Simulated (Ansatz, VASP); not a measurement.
## BiB: VASP beside Ansatz

The input INCAR:

```
PREC = Accurate
ENCUT = 520
EDIFF = 1E-6
ISMEAR = -1
SIGMA = 0.02
LREAL = False
LASPH = True
NELM = 100
ALGO = Normal
ISIF = 2
LWAVE = False
LCHARG = True
GGA = PE
LELF = True
LVHAR = True
NBANDS = 16
```

The input KPOINTS:

```
Automatic mesh
0
Gamma
  8 8 8
```

The input POSCAR:

```
BiB
1.0
    0.0000000000      2.8401216104      2.7448744664
    2.8401216104      0.0000000000      2.7448744664
    2.8401216104      2.8401216104      0.0000000000
B Bi
1 1
Direct
    0.0000000000      0.0000000000      0.0000000000
    0.2500000000      0.2500000000      0.2500000000
```

Input for Ansatz:

```yaml
crystal:
  lattice:
    - [0.0, 2.8401216104, 2.7448744664]
    - [2.8401216104, 0.0, 2.7448744664]
    - [2.8401216104, 2.8401216104, 0.0]
  atoms:
    - { symbol: B, position: [0.0, 0.0, 0.0] }
    - { symbol: Bi, position: [0.25, 0.25, 0.25] }
kpoints:
  mp_grid: { grid: [8, 8, 8] }
  band_path:
    path:
      - [0.0, 0.0, 0.0]
      - [-0.5, -0.5, 0.0]
      - [-0.375, -0.375, 0.25]
      - [-0.375, 0.0, 0.375]
      - [0.0, 0.0, 0.5]
      - [-0.5, -0.25, 0.25]
    npoints: 1
hamiltonian:
  xc: pbe
scf:
  occupations: { method: fermi_dirac, width: 0.02 }
  n_extra_bands: 4
output:
  forces: true
  stress: true
  eigenvalues: true
  write_density: true
  write_potential: true
  elf: true
  volumetric_format: npy
```

Change from the starting cell: biaxial_xy strain +3.5%.

Alike in both runs: task single point; functional PBE; k mesh 8 × 8 × 8; occupations fermi-dirac, width 0.02 eV; no spin polarisation.

|  | VASP | Ansatz |
| --- | --- | --- |
| version | VASP 6.6.1 | Ansatz 0.2.0 |
| potentials or method | VASP PAW PBE potentials, release 64 (B, Bi_d) | plane waves, PAW |
| plane-wave cutoff (eV) | 520 | 420 |
| valence electrons in the cell | 18 | 18 |

|  | VASP | Ansatz | Ansatz less VASP |
| --- | --- | --- | --- |
| pressure (GPa) | -3.3 | -3.3 | +0.05 |
| traceless stress, the component that is largest in VASP (GPa) | 1.80 | 1.80 | +0.001 |

Neither program's run includes spin-orbit coupling.
